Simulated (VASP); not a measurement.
## ZrTa2N4: single point with PBE

ZrTa2N4:

```xyz
7
Lattice="0.0000 -3.0944 0.0000 -5.3316 0.0000 0.0019 1.9736 0.0000 -5.3154" Properties=species:S:1:pos:R:3 pbc="T T T"
Zr   -0.7219   -1.5472   -2.5732
Ta   -3.3650   -3.0944   -5.0506
Ta   -2.7046   -1.5472   -0.2393
N    -1.4696   -3.0944   -4.1602
N     0.9656   -1.5472   -4.1456
N    -1.6952   -3.0944   -1.2939
N    -4.5412   -1.5472   -1.0810
```

* Program: VASP 6.6.1
* Task: single point
* Functional: PBE
* Potentials or basis: VASP PAW PBE potentials, release 64 (Zr_sv, Ta_pv, N)
* Cutoff: 520 eV
* k mesh: 8 × 4 × 4
* Occupations: gaussian, width 0.2 eV
* Spin: no spin polarisation

| Quantity | Value |
| --- | --- |
| Pressure | 0.5 GPa |
| Largest force | 0.065 eV/Å |
| Band gap on the k mesh | zero (band 27 reaches 8.25 eV, above the bottom of band 28 at 6.47 eV) |

Forces in eV/Å, atoms in the order of the input:
```
Zr   0.011  0.000 -0.017
Ta   0.019  0.000 -0.003
Ta   0.000  0.000 -0.028
N    0.021  0.000  0.042
N   -0.037  0.000  0.054
N    0.005  0.000 -0.001
N   -0.018  0.000 -0.047
```

Stress tensor (GPa, compression positive):
```
0.54 0.00 0.00
0.00 0.59 0.00
0.00 0.00 0.37
```

Levels at points of the mesh, in eV from the Fermi level:
```tsv
k point	band 24	band 25	band 26	band 27	band 28	band 29	band 30	band 31
(0.00, 0.00, 0.00)	-3.07	-2.37	-2.31	-1.43	0.62	0.68	0.85	2.43
(0.50, 0.00, 0.00)	-3.95	-3.70	-3.11	0.55	1.25	1.73	1.90	2.40
(0.00, 0.50, 0.00)	-3.28	-2.80	-2.30	-1.66	0.32	1.30	1.58	1.97
(0.50, 0.50, 0.00)	-3.51	-2.62	-2.39	-0.68	-0.10	1.38	2.05	3.06
(0.00, 0.00, 0.50)	-3.61	-2.15	-2.02	-0.61	-0.06	0.65	1.15	1.87
(0.50, 0.00, 0.50)	-4.21	-3.11	-3.05	0.89	1.22	1.46	1.63	2.27
(0.00, 0.50, 0.50)	-3.73	-3.17	-2.40	-0.55	0.49	0.87	1.62	2.14
(0.50, 0.50, 0.50)	-3.19	-2.69	-2.68	-1.19	-0.89	1.93	2.87	3.12
```

Run time: 2.3 min on 1 thread of AMD EPYC 9R45 96-Core Processor (Zen 5), with other jobs on the host, peak memory 0.26 GiB.

Caveat: spin-orbit coupling is left out, which moves the levels of the heavy elements.
